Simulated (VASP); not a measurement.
# GaSe: relaxation of cell and atoms with PBE+D3(BJ)

GaSe:

```
CELL_PARAMETERS angstrom
3.74200 0.00000 0.00000
-1.87100 3.24067 0.00000
0.00000 0.00000 15.91900
ATOMIC_POSITIONS crystal
Ga 0.33333 0.66667 0.17700
Ga 0.66667 0.33333 0.67700
Ga 0.33333 0.66667 0.32300
Ga 0.66667 0.33333 0.82300
Se 0.33333 0.66667 0.60000
Se 0.66667 0.33333 0.10000
Se 0.33333 0.66667 0.90000
Se 0.66667 0.33333 0.40000
```

- Program: VASP 6.6.1
- Task: relaxation of cell and atoms
- Functional: PBE
- Dispersion: D3(BJ)
- Potentials or basis: VASP PAW PBE potentials, release 64 (Ga_d, Se)
- Cutoff: 500 eV
- k mesh: 12 × 12 × 2
- Occupations: fermi-dirac, width 0.02 eV
- Spin: no spin polarisation
- Dipole correction: no
- Further INCAR settings: ALGO = Normal; EDIFF = 1e-07; IBRION = 2; EDIFFG = -0.005; NSW = 80; ISIF = 3

- Relaxed volume: 24.58 Å³/atom
- Relaxed cell: a = 3.772 Å, b = 3.772 Å, c = 15.963 Å, α = 90.00°, β = 90.00°, γ = 120.00°
- Space group after relaxing (to 0.1 Å): P6_3/mmc (No. 194)
- Energy gained by relaxing: 16.5 meV/atom
- Ionic steps: 20
- Pressure after relaxing: 0.0 GPa
- Largest force after relaxing: 0.005 eV/Å
- Band gap on the k mesh: 0.84 eV
- Dispersion energy per atom: -0.290 eV

Forces in eV/Å, atoms in the order of the input:
```
Ga   0.000  0.000  0.005
Ga   0.000  0.000  0.005
Ga   0.000  0.000 -0.005
Ga   0.000  0.000 -0.005
Se   0.000  0.000 -0.002
Se   0.000  0.000 -0.002
Se   0.000  0.000  0.002
Se   0.000  0.000  0.002
```

The path:
```csv
step,energy change (eV),largest force (eV/Å),pressure (GPa),volume (Å³)
1,0.0000,1.2145,1.04,193.04
2,-0.1053,0.3872,0.35,197.41
3,-0.1234,0.0160,0.46,196.13
4,-0.1288,0.0429,-0.15,198.16
5,-0.1288,0.0444,-0.18,198.27
6,-0.1305,0.0174,-0.06,198.01
7,-0.1306,0.0279,-0.01,197.90
8,-0.1308,0.0247,-0.01,197.85
9,-0.1312,0.0164,-0.05,197.69
10,-0.1315,0.0297,-0.11,197.38
11,-0.1315,0.0237,-0.10,197.28
12,-0.1317,0.0064,-0.03,196.98
13,-0.1317,0.0279,0.07,196.37
14,-0.1318,0.0099,-0.01,196.77
15,-0.1318,0.0120,0.01,196.67
16,-0.1318,0.0112,0.01,196.71
17,-0.1318,0.0104,0.00,196.74
18,-0.1318,0.0110,0.01,196.73
19,-0.1318,0.0086,0.01,196.72
20,-0.1318,0.0050,-0.01,196.68
```

Final structure:
```
Ga Se
1.0
     3.77188    0.00000    0.00000
    -1.88594    3.26654    0.00000
     0.00000    0.00000   15.96296
Ga Se
4 4
Direct
  0.33333 0.66667 0.17342
  0.66667 0.33333 0.67342
  0.33333 0.66667 0.32658
  0.66667 0.33333 0.82658
  0.33333 0.66667 0.59950
  0.66667 0.33333 0.09950
  0.33333 0.66667 0.90050
  0.66667 0.33333 0.40050
```

Levels at points of the mesh, in eV from the valence-band top:
| k point | band 36 | band 37 | band 38 | band 39 | band 40 | band 41 |
| --- | --- | --- | --- | --- | --- | --- |
| (0.00, 0.00, 0.00) | -1.20 | -1.20 | 0.00 | 0.84 | 1.85 | 2.11 |
| (0.50, 0.00, 0.00) | -2.36 | -2.28 | -1.85 | 1.00 | 1.24 | 1.79 |
| (0.00, 0.00, 0.50) | -1.24 | -0.91 | -0.91 | 1.51 | 1.51 | 2.16 |
| (0.50, 0.00, 0.50) | -2.44 | -2.16 | -2.16 | 1.35 | 1.35 | 1.57 |

Run time: 40 min on 1 thread of Intel(R) Xeon(R) 6975P-C (Granite Rapids) (shared host), peak memory 0.48 GiB.

A k mesh can miss the band edges. PBE gaps usually lie below the measured ones, often by a third to a half.
